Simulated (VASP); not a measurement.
# Os (P6_3/mmc) in VASP: further runs, part 2 of 2

VASP 6.6.1. The steps go on from the part before.

## Step 5: Single point, r2SCAN

Contents of POSCAR:

```
Os
1.0
    2.7393806551      0.0000000000      0.0000000000
   -1.3696903275      2.3723732379      0.0000000000
    0.0000000000      0.0000000000      4.3138178725
Os
2
Direct
    0.3333333333      0.6666666667      0.2500000000
    0.6666666667      0.3333333333      0.7500000000
```

Contents of INCAR.step1:

```
  PREC = Accurate
  ENCUT = 620
  ISMEAR = 0
  SIGMA = 0.3
  LREAL = F
  LASPH = T
  NELM = 120
  NBANDS = 23
  GGA = PE
  ALGO = Normal
  EDIFF = 1E-5
  LWAVE = T
  LCHARG = F
  GGA_COMPAT = F
```

Contents of INCAR.step2:

```
  PREC = Accurate
  ENCUT = 620
  EDIFF = 1E-6
  ISMEAR = 0
  SIGMA = 0.3
  LREAL = F
  LASPH = T
  NELM = 120
  ALGO = Normal
  ISIF = 2
  LWAVE = F
  LCHARG = F
  METAGGA = R2SCAN
  LMIXTAU = T
  NBANDS = 23
  ISTART = 1
  GGA_COMPAT = F
```

Contents of KPOINTS:

```
Automatic mesh
0
Gamma
  13 13 7
```

Potentials or basis: VASP PAW PBE potentials, release 64 (Os_sv_GW).

Launch:

```bash
cat potpaw_PBE.64/Os_sv_GW/POTCAR > POTCAR
cp INCAR.step1 INCAR
mpirun -np 1 vasp_std > vasp.out
cp INCAR.step2 INCAR
mpirun -np 1 vasp_std > vasp.out
```

OUTCAR:

```text
PREC = Accurate
   ENCUT = 620
   EDIFF = 1E-6
   ISMEAR = 0
   LREAL = F
   LASPH = T
   NELM = 120
   ISIF = 2
   METAGGA = R2SCAN
   ISTART = 1

 ion  position               nearest neighbor table
   1  0.333  0.667  0.250-   2 2.67   2 2.67   2 2.67   2 2.67   2 2.67   2 2.67
   2  0.667  0.333  0.750-   1 2.67   1 2.67   1 2.67   1 2.67   1 2.67   1 2.67

  LATTYP: Found a hexagonal cell.
 ALAT       =     2.7393806551
 C/A-ratio  =     1.5747420368

  Lattice vectors:

 A1 = (   2.7393806551,   0.0000000000,   0.0000000000)
 A2 = (  -1.3696903275,   2.3723732379,   0.0000000000)
 A3 = (   0.0000000000,   0.0000000000,   4.3138178725)

Analysis of symmetry for initial positions (statically):
=====================================================================
 Subroutine PRICEL returns:
 Original cell was already a primitive cell.

 Routine SETGRP: Setting up the symmetry group for a
 hexagonal supercell.

 Subroutine GETGRP returns: Found 24 space group operations
 (whereof 12 operations were pure point group operations)
 out of a pool of 24 trial point group operations.

The static configuration has the point symmetry D_3d.
 The point group associated with its full space group is D_6h.

Analysis of symmetry for dynamics (positions and initial velocities):
=====================================================================
 Subroutine PRICEL returns:
 Original cell was already a primitive cell.

 Routine SETGRP: Setting up the symmetry group for a
 hexagonal supercell.

 Subroutine GETGRP returns: Found 24 space group operations
 (whereof 12 operations were pure point group operations)
 out of a pool of 24 trial point group operations.

The dynamic configuration has the point symmetry D_3d.
 The point group associated with its full space group is D_6h.

 Subroutine INISYM returns: Found 24 space group operations
 (whereof 12 operations are pure point group operations),
 and found     1 'primitive' translations

----------------------------------------------------------------------------------------

                                     Primitive cell

  volume of cell :      28.0348

  direct lattice vectors                    reciprocal lattice vectors
     2.739380655  0.000000000  0.000000000     0.365046018  0.210759417  0.000000000
    -1.369690328  2.372373238  0.000000000     0.000000000  0.421518834  0.000000000
     0.000000000  0.000000000  4.313817872     0.000000000  0.000000000  0.231813217

  length of vectors
     2.739380655  2.739380655  4.313817872     0.421518834  0.421518834  0.231813217

  position of ions in fractional coordinates (direct lattice)
     0.333333333  0.666666667  0.250000000
     0.666666667  0.333333333  0.750000000

  ion indices of the primitive-cell ions
   primitive index   ion index
                 1           1
                 2           2

----------------------------------------------------------------------------------------

 KPOINTS: Automatic mesh

Automatic generation of k-mesh.
 Grid dimensions read from file:
 generate k-points for:   13   13    7

 Generating k-lattice:

  Cartesian coordinates                     Fractional coordinates (reciprocal lattice)
     0.028080463  0.016212263  0.000000000     0.076923077 -0.000000000  0.000000000
     0.000000000  0.032424526  0.000000000     0.000000000  0.076923077  0.000000000
     0.000000000  0.000000000  0.033116174     0.000000000  0.000000000  0.142857143

  Length of vectors
     0.032424526  0.032424526  0.033116174

  Shift w.r.t. Gamma in fractional coordinates (k-lattice)
     0.000000000  0.000000000  0.000000000

 Subroutine IBZKPT returns following result:
 ===========================================

 Found     84 irreducible k-points:

 Following reciprocal coordinates:
            Coordinates               Weight
  0.000000  0.000000  0.000000      1.000000
  0.076923 -0.000000  0.000000      6.000000
  0.153846  0.000000  0.000000      6.000000
  0.230769  0.000000  0.000000      6.000000
  0.307692  0.000000  0.000000      6.000000
  0.384615 -0.000000  0.000000      6.000000
[... 16 lines left out ...]
  0.076923 -0.000000  0.142857     12.000000
  0.153846  0.000000  0.142857     12.000000
 [... further k-points ...]
   k-points           NKPTS =     84   k-points in BZ     NKDIM =     84   number of bands    NBANDS=     23
   number of dos      NEDOS =    301   number of ions     NIONS =      2
   total plane-waves  NPLWV =  20736
   dimension x,y,z NGX =    24 NGY =   24 NGZ =   36
   dimension x,y,z NGXF=    48 NGYF=   48 NGZF=   72
   ions per type =               2
   NGX,Y,Z   is equivalent  to a cutoff of  14.56, 14.56, 13.87 a.u.
   NGXF,Y,Z  is equivalent  to a cutoff of  29.13, 29.13, 27.75 a.u.
 SYSTEM =  unknown system
   PREC   = accura    normal or accurate (medium, high low for compatibility)
   ISTART =      1    job   : 0-new  1-cont  2-samecut
   ICHARG =      0    charge: 1-file 2-atom 10-const
   ISPIN  =      1    spin polarized calculation?
   LNONCOLLINEAR =      F non collinear calculations
   LSORBIT =      F    spin-orbit coupling
   LASPH  =      T    aspherical Exc in radial PAW
   ENCUT  =  620.0 eV  45.57 Ry    6.75 a.u.   5.56  5.56  8.76*2*pi/ulx,y,z
   NELM   =    120;   NELMIN=  2; NELMDL=  0     # of ELM steps
   EDIFF  = 0.1E-05   stopping-criterion for ELM
   LREAL  =      F    real-space projection
   EDIFFG = 0.1E-04   stopping-criterion for IOM
   NSW    =      0    number of steps for IOM
   IBRION =     -1    ionic relax: 0-MD 1-quasi-New 2-CG
   NFREE  =      0    steps in history (QN), initial steepest desc. (CG)
   ISIF   =      2    stress and relaxation
   ISYM   =      2    0-nonsym 1-usesym 2-fastsym
   POTIM  = 0.5000    time-step for ionic-motion
   TEBEG  =    0.0;   TEEND  =   0.0 temperature during run
   PSTRESS=    0.0 pullay stress
   NELECT =      32.0000    total number of electrons
   NUPDOWN=      -1.0000    fix difference up-down
   EMIN   =  10.00;   EMAX   =-10.00  energy-range for DOS
   EFERMI =   0.00;   METHOD = LEGACY
   ISMEAR =     0;   SIGMA  =   0.30  broadening in eV -4-tet -1-fermi 0-gaus
   EFERMI_NEDOS =   21; number of points for ismear=-14 and -15
   IALGO  =     38    algorithm
   IMIX   =      4    mixing-type and parameters
     AMIX     =   0.40;   BMIX     =  1.00
     AMIX_MAG =   1.60;   BMIX_MAG =  1.00
  volume/ion in A,a.u.               =      14.02        94.59
  Fermi-wavevector in a.u.,A,eV,Ry     =   1.710904  3.233141 39.826893  2.927194
  Thomas-Fermi vector in A             =   2.789117
   LORBIT       =      0    0 simple, 1 ext, 2 COOP (PROOUT), +10 PAW based schemes
   METAGGA = R2SCAN    functional components
   LHFCALC =     F    Hartree Fock is set to
   AEXX    =    0.0000 exact exchange contribution
   IVDW    =     0    specifies the selected vdW correction
   LEPSILON=     F    determine dielectric tensor
   LRPA    =     F    only Hartree local field effects (RPA)
 non-spin polarized calculation
 Gauss-broadening in eV      SIGMA  =   0.30
  energy-cutoff  :      620.00
  volume of cell :       28.03
 maximum number of plane-waves:      1008
 NGX is ok and might be reduce to    24
   NGX = 11   NGY = 11   NGZ = 17

 number of electron      32.0000000 magnetization

 Free energy of the ion-electron system (eV)
  ---------------------------------------------------
  ext. energy  EPLUGINS =         0.00000000
  ---------------------------------------------------
  free energy    TOTEN  =      -108.21060861 eV

  energy without entropy =     -108.15968373  energy(sigma->0) =     -108.18514617

 E-fermi :  13.6087     XC(G=0): -16.0058

 val. band max:       13.5894586329   @ k =   0.3077   0.3077   0.2857
 cond. band min:      13.6864963829   @ k =   0.4615   0.0769   0.4286
 fundamental gap:      0.0970377500
 Fermi energy:        13.6087223210

 k-point     1 :       0.0000    0.0000    0.0000
  band No.  band energies     occupation
      1     -75.2211      2.00000
      2     -75.0895      2.00000
      3     -34.5933      2.00000
      4     -33.5980      2.00000
      5     -33.5980      2.00000
      6     -33.4071      2.00000
[... 15 lines left out ...]
     22      27.5209      0.00000
     23      30.0738      0.00000
[... 575 lines left out ...]
      1     -75.1949      2.00000
      2     -75.0889      2.00000
      3     -34.4641      2.00000
      4     -33.7535      2.00000
      5     -33.6445      2.00000
      6     -33.6247      2.00000
[... 15 lines left out ...]
     22      28.8095      0.00000
     23      30.9387      0.00000

 [... further k-points ...]

------------------------ aborting loop because EDIFF is reached ----------------------------------------

  FORCE on cell =-STRESS in cart. coord.  units (eV):
  Direction    XX          YY          ZZ          XY          YZ          ZX
  --------------------------------------------------------------------------------------
  -------------------------------------------------------------------------------------
  Total       -0.1281728     -0.1281728     -0.1093292     -0.0000000      0.0000000     -0.0000000
  in kB       -7.3250271     -7.3250271     -6.2481245     -0.0000000      0.0000000     -0.0000000
  external PRESSURE =      -6.9660596 kB  Pullay stress =       0.0000000 kB

 VOLUME and BASIS-vectors are now :
 -----------------------------------------------------------------------------
  energy-cutoff  :      620.00
  volume of cell :       28.03
      direct lattice vectors                 reciprocal lattice vectors
     2.739380655  0.000000000  0.000000000     0.365046018  0.210759417  0.000000000
    -1.369690328  2.372373238  0.000000000     0.000000000  0.421518834  0.000000000
     0.000000000  0.000000000  4.313817872     0.000000000  0.000000000  0.231813217

 POSITION                                       TOTAL-FORCE (eV/Angst)
 -----------------------------------------------------------------------------------
     -0.00000      1.58158      1.07845        -0.000000      0.000000      0.000000
      1.36969      0.79079      3.23536         0.000000     -0.000000      0.000000
 -----------------------------------------------------------------------------------
    total drift:                                0.000000     -0.000000      0.000000

  FREE ENERGIE OF THE ION-ELECTRON SYSTEM (eV)
  ---------------------------------------------------
  free  energy   TOTEN  =      -108.2106086128 eV

  energy  without entropy=     -108.1596837329  energy(sigma->0) =     -108.18514617
```

OSZICAR.step1:

```text
N       E                     dE             d eps       ncg     rms          rms(c)
DAV:   1     0.349409627445E+03    0.34941E+03   -0.25021E+04  3960   0.171E+03
DAV:   2    -0.154454845328E+02   -0.36486E+03   -0.34942E+03  4636   0.501E+02
DAV:   3    -0.269241780451E+02   -0.11479E+02   -0.11393E+02  4740   0.858E+01
DAV:   4    -0.269682624280E+02   -0.44084E-01   -0.44077E-01  4214   0.605E+00
DAV:   5    -0.269684193499E+02   -0.15692E-03   -0.15691E-03  4754   0.333E-01    0.106E+02
DAV:   6    -0.250171020998E+02    0.19513E+01   -0.30859E+00  4263   0.134E+01    0.549E+01
DAV:   7    -0.247793933773E+02    0.23771E+00   -0.13967E+00  4585   0.856E+00    0.114E+01
DAV:   8    -0.247503523013E+02    0.29041E-01   -0.11947E-01  4235   0.318E+00    0.155E+00
DAV:   9    -0.247496602323E+02    0.69207E-03   -0.21760E-03  4593   0.371E-01    0.585E-01
DAV:  10    -0.247494914478E+02    0.16878E-03   -0.23026E-04  4235   0.176E-01    0.364E-01
DAV:  11    -0.247494979936E+02   -0.65458E-05   -0.22331E-06  2688   0.178E-02
   1 F= -.24749498E+02 E0= -.24723020E+02  d E =-.529568E-01
```

Wall time 1.7 min (1 thread of Intel Xeon 6975P-C (Granite Rapids), shared host); peak memory 0.21 GiB.

What came out:

* Free energy: -108.2106 eV
* Pressure: -0.7 GPa
* Band gap on the k mesh: zero (bands 16 and 17 overlap by 3.99 eV)

Caveat: so wide a smearing shifts energies and pressures; the PAW data sets were made with another functional, which shifts forces and pressure a little; spin-orbit coupling is left out, which moves the levels of the heavy elements.

## Step 6: Overview

| smearing | gap on the mesh (eV) | pressure (GPa) |
| --- | --- | --- |
| methfessel-paxton 0.01 eV | none | -1.0 |
| fermi-dirac 0.1 eV | none | -0.8 |
| fermi-dirac 0.6 eV | none | 7.2 |
| gaussian 0.3 eV | none | -0.7 |

Alike in all rows: task single point; level r2SCAN; potentials or basis VASP PAW PBE potentials, release 64 (Os_sv_GW); no spin polarisation; cell as given; k mesh 13 × 13 × 7; cutoff (eV) 620.

Caveats: the PAW data sets were made with another functional, which shifts forces and pressure a little; spin-orbit coupling is left out, which moves the levels of the heavy elements; so wide a smearing shifts energies and pressures (at least some runs); the cell stands under pressure (at least some runs).

Absolute energies hang on the potentials; compare differences alone.

The gap in the log of VASP goes by the Fermi energy; the results here count the filled bands.